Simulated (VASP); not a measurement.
A run of VASP 6.6.1 is set up as follows.

INCAR

```
  PREC = Accurate
  ENCUT = 520
  EDIFF = 1E-6
  ISMEAR = 0
  SIGMA = 0.1
  LREAL = False
  LASPH = True
  NELM = 100
  ALGO = Normal
  ISIF = 2
  LWAVE = False
  LCHARG = False
  GGA = PE
  NBANDS = 36
```

Contents of KPOINTS:

```
Automatic mesh
0
Gamma
  4 4 4
```

Contents of POSCAR:

```
KS7
1.0
    0.0000000000      4.5953003900      4.5953003900
    4.5953003900      0.0000000000      4.5953003900
    4.5953003900      4.5953003900      0.0000000000
K S
1 7
Direct
    0.0000000000      0.0000000000      0.0000000000
    0.5000000000      0.0000000000      0.0000000000
    0.0000000000      0.5000000000      0.5000000000
    0.0000000000      0.5000000000      0.0000000000
    0.5000000000      0.0000000000      0.5000000000
    0.0000000000      0.0000000000      0.5000000000
    0.5000000000      0.5000000000      0.0000000000
    0.5000000000      0.5000000000      0.5000000000
```

Potentials or basis: VASP PAW PBE potentials, release 64 (K_sv, S).

Command:

```console
$ cat potpaw_PBE.64/K_sv/POTCAR potpaw_PBE.64/S/POTCAR > POTCAR
$ mpirun -np 1 vasp_std > vasp.out
```

(1) What does it give for the pressure?

## Answers

(1) -9.2 GPa.
